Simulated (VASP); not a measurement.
Here is a VASP 6.6.1 calculation.

Contents of INCAR:

```
SYSTEM = Mo
PREC = Accurate
ENCUT = 600
EDIFF = 1E-7
ISMEAR = -1
SIGMA = 0.1
LREAL = .FALSE.
LASPH = .TRUE.
NELM = 80
ALGO = Normal
ISIF = 3
LWAVE = .FALSE.
LCHARG = .FALSE.
GGA = RP
IBRION = 2
NSW = 80
EDIFFG = -0.01
```

File KPOINTS:

```
regular mesh
0
G
  12 12 12
  0 0 0
```

The input POSCAR:

```
Mo
1.0
    2.5629259694      0.0000000000      0.0000000000
    0.0000000000      2.5629259694      0.0000000000
    0.0000000000      0.0000000000      2.5629259694
Mo
1
Direct
    0.0000000000      0.0000000000      0.0000000000
```

Potentials or basis: VASP PAW PBE potentials, release 64 (Mo_sv).

The run is started by

```bash
$ cat potpaw_PBE.64/Mo_sv/POTCAR > POTCAR
$ mpirun -np 1 vasp_std > vasp.out
```

**Question.** Estimate the space group after relaxing (to 0.05 Å).

**Answer.** Pm-3m (No. 221).

**Question.** Estimate the relaxed volume.

**Answer.** 17.97 Å³/atom.

**Question.** Estimate the relaxed cell.

**Answer.** a = 2.619 Å, b = 2.619 Å, c = 2.619 Å, α = 90.00°, β = 90.00°, γ = 90.00°.

Step by step:
| step | energy change (eV) | largest force (eV/Å) | pressure (GPa) | volume (Å³) |
| --- | --- | --- | --- | --- |
| 1 | 0.0000 | 0.0000 | 13.55 | 16.83 |
| 2 | 0.1214 | 0.0000 | -18.35 | 20.55 |
| 3 | -0.0452 | 0.0000 | -0.51 | 18.02 |
| 4 | -0.0453 | 0.0000 | -0.04 | 17.97 |

Caveat: the PAW data sets were made with another functional, which shifts forces and pressure a little.
